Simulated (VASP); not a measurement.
# Mg2Co (P-4m2) in VASP: notebook

Mg2Co is run at these levels: PBE, r2SCAN; tasks: single point.

Program: VASP 6.6.1. These are calculated values, not measurements. Logs are shortened: lines on timing, memory, paths and dates and some standing lists are left out, and cuts for length are marked.

## (1) The cell of the first run

The structure is tetragonal, space group P-4m2 (No. 115). Conventional cell: a = 3.156 Å, b = 3.156 Å, c = 4.679 Å, α = 90.00°, β = 90.00°, γ = 90.00°. Mg (site symmetry 2mm) has 2 Co at 2.04 Å within 2.7 Å. Co (site symmetry -4m2) has 4 Mg at 2.04 Å within 2.7 Å.

## (2) Single point, PBE, collinear spin, ferromagnetic start

INCAR reads:

```
SYSTEM = Mg2Co
ALGO     = Fast           ! electronic algorithm
EDIFF    = 1E-6           ! SCF threshold, eV
ENCUT    = 520            ! plane-wave cutoff, eV
GGA      = PE             ! functional
ISIF     = 2              ! what is computed and relaxed
ISMEAR   = 1              ! smearing method
ISPIN    = 2              ! spin polarisation
LASPH    = .True.         ! aspherical terms in the spheres
LCHARG   = .False.        ! write CHGCAR
LMAXMIX  = 4              ! l up to which the mixer works
LORBIT   = 11             ! projections on sites
LREAL    = .False.        ! projectors in reciprocal space
LWAVE    = .False.        ! write WAVECAR
MAGMOM   = 0 0 2          ! initial moments
NBANDS   = 18             ! bands
NELM     = 150            ! most SCF steps
PREC     = Accurate       ! precision mode
SIGMA    = 0.1            ! smearing width, eV
```

KPOINTS reads:

```
k-points
0
Gamma
  7 7 5
  0 0 0
```

POSCAR reads:

```
Mg2Co
1.0
    3.1556849600      0.0000000000      0.0000000000
    0.0000000000      3.1556849600      0.0000000000
    0.0000000000      0.0000000000      4.6791787600
Mg Co
2 1
Direct
    0.5000000000      0.0000000000      0.7777620000
    0.0000000000      0.5000000000      0.2222380000
    0.0000000000      0.0000000000      0.5000000000
```

Potentials or basis: VASP PAW PBE potentials, release 64 (Mg, Co).

Run with:

```
$ cat potpaw_PBE.64/Mg/POTCAR potpaw_PBE.64/Co/POTCAR > POTCAR
$ mpirun -np 1 vasp_std > vasp.out
```

OUTCAR:

```text
SYSTEM = Mg2Co
   EDIFF = 1E-6
   ENCUT = 520
   GGA = PE
   ISIF = 2
   ISMEAR = 1
   ISPIN = 2
   LASPH = .True.
   LORBIT = 11
   LREAL = .False.
   NELM = 150
   PREC = Accurate

 ion  position               nearest neighbor table
   1  0.500  0.000  0.778-   3 2.04   3 2.04   2 3.05   2 3.05   2 3.05   2 3.05   2 3.43   2 3.43
                             2 3.43   2 3.43
   2  0.000  0.500  0.222-   3 2.04   3 2.04   1 3.05   1 3.05   1 3.05   1 3.05   1 3.43   1 3.43
                             1 3.43   1 3.43
   3  0.000  0.000  0.500-   1 2.04   2 2.04   2 2.04   1 2.04

  LATTYP: Found a simple tetragonal cell.
 ALAT       =     3.1556849600
 C/A-ratio  =     1.4827775330

  Lattice vectors:

 A1 = (   3.1556849600,   0.0000000000,   0.0000000000)
 A2 = (   0.0000000000,   3.1556849600,   0.0000000000)
 A3 = (   0.0000000000,   0.0000000000,   4.6791787600)

Analysis of symmetry for initial positions (statically):
=====================================================================
 Subroutine PRICEL returns:
 Original cell was already a primitive cell.

 Routine SETGRP: Setting up the symmetry group for a
 simple tetragonal supercell.

 Subroutine GETGRP returns: Found  8 space group operations
 (whereof  8 operations were pure point group operations)
 out of a pool of 16 trial point group operations.

The static configuration has the point symmetry D_2d.

Analysis of symmetry for dynamics (positions and initial velocities):
=====================================================================
 Subroutine PRICEL returns:
 Original cell was already a primitive cell.

 Routine SETGRP: Setting up the symmetry group for a
 simple tetragonal supercell.

 Subroutine GETGRP returns: Found  8 space group operations
 (whereof  8 operations were pure point group operations)
 out of a pool of 16 trial point group operations.

The dynamic configuration has the point symmetry D_2d.

Analysis of structural, dynamic, and magnetic symmetry:
=====================================================================
 Subroutine PRICEL returns:
 Original cell was already a primitive cell.

 Routine SETGRP: Setting up the symmetry group for a
 simple tetragonal supercell.

 Subroutine GETGRP returns: Found  8 space group operations
 (whereof  8 operations were pure point group operations)
 out of a pool of 16 trial point group operations.

[... 121 lines left out ...]
     AMIX     =   0.40;   BMIX     =  1.00
     AMIX_MAG =   1.60;   BMIX_MAG =  1.00
  volume/ion in A,a.u.               =      15.53       104.82
  Fermi-wavevector in a.u.,A,eV,Ry     =   1.069720  2.021479 15.569173  1.144302
  Thomas-Fermi vector in A             =   2.205409
   LORBIT       =     11    0 simple, 1 ext, 2 COOP (PROOUT), +10 PAW based schemes
   GGA     = PE    functional components
   LHFCALC =     F    Hartree Fock is set to
   AEXX    =    0.0000 exact exchange contribution
   IVDW    =     0    specifies the selected vdW correction
   LEPSILON=     F    determine dielectric tensor
   LRPA    =     F    only Hartree local field effects (RPA)
 spin polarized calculation
 RMM-DIIS sequential band-by-band and
 Methfessel and Paxton  Order N= 1 SIGMA  =   0.10
  energy-cutoff  :      520.00
  volume of cell :       46.60
 maximum number of plane-waves:      1271
 NGX is ok and might be reduce to    24
   NGX = 11   NGY = 11   NGZ = 17

 number of electron      12.9999994 magnetization      -0.0015538

 number of electron      12.9999994 magnetization       0.0004086

 Free energy of the ion-electron system (eV)
  ---------------------------------------------------
  ext. energy  EPLUGINS =         0.00000000
  ---------------------------------------------------
  free energy    TOTEN  =        -5.15545383 eV

  energy without entropy =       -5.15640169  energy(sigma->0) =       -5.15576978

 E-fermi :   4.8704     XC(G=0): -10.0982

 val. band max:        4.8273874860   @ k =   0.4286   0.2857   0.4000
 cond. band min:       4.9735694863   @ k =   0.4286   0.4286   0.4000
 fundamental gap:      0.1461820004
 Fermi energy:         4.8703550015

 spin component 1

 k-point     1 :       0.0000    0.0000    0.0000
  band No.  band energies     occupation
      1      -2.5577      1.00000
      2       2.2529      1.00000
      3       3.2741      1.00000
      4       4.1489      1.00000
      5       4.1489      1.00000
      6       4.5240      1.00001
[... 493 lines left out ...]
     17      18.6591      0.00000
     18      19.2524      0.00000

 [... further k-points ...]

 spin component 2

 k-point     1 :       0.0000    0.0000    0.0000
  band No.  band energies     occupation
      1      -2.5579      1.00000
      2       2.2529      1.00000
      3       3.2748      1.00000
      4       4.1492      1.00000
      5       4.1492      1.00000
      6       4.5239      1.00001
[... 493 lines left out ...]
     17      18.6588      0.00000
     18      19.2535      0.00000

 [... further k-points ...]
[... 5 lines left out ...]
  --------------------------------------------------------------------------------------
  -------------------------------------------------------------------------------------
  Total        7.9754202      7.9754202     12.5382347      0.0000000      0.0000000     -0.0000000
  in kB      274.2251221    274.2251221    431.1119494      0.0000000      0.0000000     -0.0000000
  external PRESSURE =     326.5207312 kB  Pullay stress =       0.0000000 kB

 VOLUME and BASIS-vectors are now :
 -----------------------------------------------------------------------------
  energy-cutoff  :      520.00
  volume of cell :       46.60
      direct lattice vectors                 reciprocal lattice vectors
     3.155684960  0.000000000  0.000000000     0.316888413  0.000000000  0.000000000
     0.000000000  3.155684960  0.000000000     0.000000000  0.316888413  0.000000000
     0.000000000  0.000000000  4.679178760     0.000000000  0.000000000  0.213712716

 POSITION                                       TOTAL-FORCE (eV/Angst)
 -----------------------------------------------------------------------------------
      1.57784      0.00000      3.63929         0.000000      0.000000      4.478014
      0.00000      1.57784      1.03989        -0.000000      0.000000     -4.478014
      0.00000      0.00000      2.33959        -0.000000      0.000000      0.000000
 -----------------------------------------------------------------------------------
    total drift:                                0.000000     -0.000000      0.000000

  FREE ENERGIE OF THE ION-ELECTRON SYSTEM (eV)
  ---------------------------------------------------
  free  energy   TOTEN  =        -5.1554538297 eV

  energy  without entropy=       -5.1564016878  energy(sigma->0) =       -5.15576978

 total charge

# of ion       s       p       d       tot
------------------------------------------
    1        0.291   0.198   0.060   0.550
    2        0.291   0.198   0.060   0.550
    3        0.496   0.285   7.844   8.624
--------------------------------------------------
tot          1.078   0.682   7.963   9.724

 magnetization (x)

# of ion       s       p       d       tot
------------------------------------------
    1       -0.000  -0.000  -0.000  -0.000
    2       -0.000  -0.000  -0.000  -0.000
    3       -0.000  -0.000   0.000   0.000
--------------------------------------------------
tot         -0.000  -0.000   0.000   0.000
```

It took 18 s on 1 thread of Intel Xeon 6975P-C (Granite Rapids), shared host; peak memory 0.19 GiB.

What came out:

- Free energy: -5.1555 eV
- Pressure: 32.7 GPa
- Largest force: 4.478 eV/Å
- Net moment: 0.00 μB per cell
- Valence electrons inside the program's atomic spheres: Mg 0.55; Co 8.62

Forces in eV/Å, atoms in the order of the input:
```
Mg   0.000  0.000  4.478
Mg   0.000  0.000 -4.478
Co   0.000  0.000  0.000
```

Stress tensor (GPa, compression positive):
```
27.42  0.00  0.00
 0.00 27.42  0.00
 0.00  0.00 43.11
```

Caveat: the stress differs along the axes, from 27 to 43 GPa; the moments typed at the start vanished in this run; forces of over 1 eV/Å act on the atoms, so gaps and moduli don't describe the material at rest.

## (3) Single point, r2SCAN, collinear spin, ferromagnetic start

POSCAR is that of step 2.

INCAR.step1 reads:

```
  PREC = Accurate
  ENCUT = 520
  ISMEAR = 0
  SIGMA = 0.1
  LREAL = False
  LASPH = True
  NELM = 150
  ISPIN = 2
  MAGMOM = 0 0 2
  LMAXMIX = 4
  NBANDS = 18
  GGA = PE
  ALGO = Normal
  EDIFF = 1E-4
  LWAVE = True
  LCHARG = False
```

INCAR.step2 reads:

```
  PREC = Accurate
  ENCUT = 520
  EDIFF = 1E-7
  ISMEAR = 0
  SIGMA = 0.1
  LREAL = False
  LASPH = True
  NELM = 150
  ALGO = Normal
  ISIF = 2
  LWAVE = False
  LCHARG = True
  ISPIN = 2
  MAGMOM = 0 0 2
  LORBIT = 11
  LMAXMIX = 4
  METAGGA = R2SCAN
  LMIXTAU = True
  LELF = True
  LVHAR = True
  NBANDS = 18
  ISTART = 1
```

KPOINTS reads:

```
regular mesh
0
Gamma
  8 8 5
```

Potentials or basis: VASP PAW PBE potentials, release 64 (Mg, Co).

Run with:

```
$ cat potpaw_PBE.64/Mg/POTCAR potpaw_PBE.64/Co/POTCAR > POTCAR
$ cp INCAR.step1 INCAR
$ mpirun -np 1 vasp_std > vasp.out
$ cp INCAR.step2 INCAR
$ mpirun -np 1 vasp_std > vasp.out
```

Wall time 78 s (1 thread of Intel Xeon 6975P-C (Granite Rapids), shared host); peak memory 0.22 GiB.

The run converged. Its results:

* Free energy: -16.3125 eV
* Pressure: 29.7 GPa
* Largest force: 4.329 eV/Å
* Net moment: 0.00 μB per cell
* Valence electrons inside the program's atomic spheres: Mg 0.54; Co 8.67

Forces on the atoms (eV/Å):
```
Mg   0.000  0.000  4.329
Mg   0.000  0.000 -4.329
Co   0.000  0.000  0.000
```

Stress tensor (GPa, compression positive):
```
24.22  0.00  0.00
 0.00 24.22  0.00
 0.00  0.00 40.64
```

Levels at points of the mesh, in eV from the Fermi level:
Spin up:
```tsv
k point	band 4	band 5	band 6	band 7	band 8	band 9
(0.00, 0.00, 0.00)	-0.95	-0.95	-0.44	-0.41	0.90	7.03
(0.50, 0.00, 0.00)	-1.75	-0.95	-0.89	0.26	2.37	3.01
(0.50, 0.50, 0.00)	-1.48	0.00	0.28	0.28	1.48	1.66
```
Spin down:
```tsv
k point	band 3	band 4	band 5	band 6	band 7	band 8	band 9	band 10
(0.00, 0.00, 0.00)	-1.71	-0.95	-0.95	-0.44	-0.41	0.90	7.03	7.03
(0.50, 0.00, 0.00)	-1.76	-1.75	-0.95	-0.89	0.26	2.38	3.01	3.98
(0.50, 0.50, 0.00)	-1.48	-1.48	0.00	0.28	0.28	1.48	1.66	5.42
```

Caveat: the stress differs along the axes, from 24 to 41 GPa; the moments typed at the start vanished in this run; the PAW data sets were made with another functional, which shifts forces and pressure a little.
